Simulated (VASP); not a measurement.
# KAs4H3O12: electric field gradients with r2SCAN

Crystal: KAs4H3O12.

```
CELL_PARAMETERS angstrom
5.24872 0.00000 0.00000
0.69217 7.15144 0.00000
1.45767 3.37341 6.87540
ATOMIC_POSITIONS crystal
K 0.00232 0.99508 0.00079
H 0.50780 0.65987 0.28360
H 0.49201 0.33895 0.71920
H 0.97076 0.49445 0.98199
As 0.40358 0.87977 0.42929
As 0.59462 0.12450 0.56897
As 0.83937 0.68553 0.68021
As 0.15400 0.32475 0.31055
O 0.11377 0.71000 0.50652
O 0.88936 0.28362 0.49946
O 0.58008 0.63019 0.60244
O 0.41827 0.36889 0.39542
O 0.51189 0.81398 0.23073
O 0.48575 0.18532 0.77056
O 0.87759 0.46240 0.88730
O 0.09827 0.53483 0.10808
O 0.30877 0.96156 0.62595
O 0.69668 0.03359 0.37754
O 0.77124 0.88780 0.74587
O 0.22887 0.11093 0.25755
```

```json
{
 "Program": "VASP 6.6.1",
 "Task": "electric field gradients",
 "Functional": "r2SCAN",
 "Potentials or basis": "VASP PAW PBE potentials, release 64 (K_sv, H, As, O)",
 "Cutoff": "520 eV",
 "k mesh": "5 × 4 × 4",
 "Occupations": "fermi-dirac, width 0.02 eV",
 "Spin": "no spin polarisation",
 "Dipole correction": "no",
 "Further INCAR settings": "LREAL = Auto; ALGO = Normal; EDIFF = 1e-08; NBANDS = 68"
}
```

The pressure is -6.2 GPa, the largest force is 0.811 eV/Å and the band gap on the k mesh is 3.32 eV (least direct gap 3.36 eV). The largest electric field gradient by atom is K -11.4; H +32.7, +33.2, +13.1; As -102.7, +101.1, -22.9, -90.1; O +159.0, +158.6, +144.0, +145.0, -149.6, -150.1, +140.8, +156.0, -130.0, -120.8, +149.2, +147.0 V/Å².

Forces in eV/Å, atoms in the order of the input:
```
K    0.010 -0.052  0.003
H    0.000  0.488 -0.177
H   -0.001 -0.451  0.169
H   -0.111 -0.152 -0.118
As   0.015  0.016 -0.124
As  -0.019 -0.003  0.093
As   0.008 -0.245  0.137
As  -0.015  0.099 -0.039
O   -0.136  0.465  0.332
O    0.022 -0.396 -0.406
O    0.411  0.564 -0.009
O   -0.345 -0.555  0.001
O   -0.134 -0.146  0.769
O    0.104  0.148 -0.790
O    0.103  0.525 -0.397
O    0.178 -0.354  0.646
O    0.429 -0.101 -0.536
O   -0.508  0.158  0.497
O   -0.201 -0.466 -0.508
O    0.191  0.458  0.458
```

Stress tensor (GPa, compression positive):
```
-5.56 -0.33 -0.14
-0.33 -6.95 -0.20
-0.14 -0.20 -6.06
```

Levels at points of the mesh, in eV from the valence-band top:
```csv
k point,band 50,band 51,band 52,band 53,band 54,band 55
"(0.00, 0.00, 0.00)",-0.28,-0.10,-0.04,3.32,4.67,5.55
"(0.00, 0.50, 0.00)",-0.30,-0.11,-0.03,4.14,4.39,5.38
"(0.00, 0.00, 0.50)",-0.27,-0.08,-0.04,3.85,4.59,5.24
"(0.00, 0.50, 0.50)",-0.28,-0.15,0.00,4.03,4.48,5.51
```

Electric field gradients, principal values (V/Å²):
| atom | least | middle | greatest (by size) |
| --- | --- | --- | --- |
| 1 K | 0.159 | 11.206 | -11.365 |
| 2 H | -14.177 | -18.532 | 32.709 |
| 3 H | -14.398 | -18.799 | 33.197 |
| 4 H | -4.277 | -8.806 | 13.083 |
| 5 As | 12.573 | 90.079 | -102.652 |
| 6 As | -2.939 | -98.115 | 101.053 |
| 7 As | 10.811 | 12.043 | -22.854 |
| 8 As | 36.513 | 53.548 | -90.062 |
| 9 O | -21.345 | -137.700 | 159.046 |
| 10 O | -19.543 | -139.106 | 158.649 |
| 11 O | -6.399 | -137.582 | 143.981 |
| 12 O | -7.677 | -137.276 | 144.953 |
| 13 O | 14.895 | 134.742 | -149.637 |
| 14 O | 16.561 | 133.562 | -150.124 |
| 15 O | -10.097 | -130.704 | 140.800 |
| 16 O | -50.907 | -105.109 | 156.016 |
| 17 O | 5.954 | 124.048 | -130.002 |
| 18 O | 2.507 | 118.316 | -120.824 |
| 19 O | -11.935 | -137.315 | 149.250 |
| 20 O | -12.197 | -134.833 | 147.030 |

It took 16 min on 4 MPI ranks on Intel(R) Xeon(R) Platinum 8488C (Sapphire Rapids), on a shared host, peak memory 0.67 GiB a rank.

Caveat: the cell stands under tension; without QUAD_EFG the Cq values of the log hold for a quadrupole moment of 1 mb, not for the nuclei; the PAW data sets were made with another functional, which shifts forces and pressure a little; an odd mesh through Γ misses points on the zone boundary, where band edges can lie.
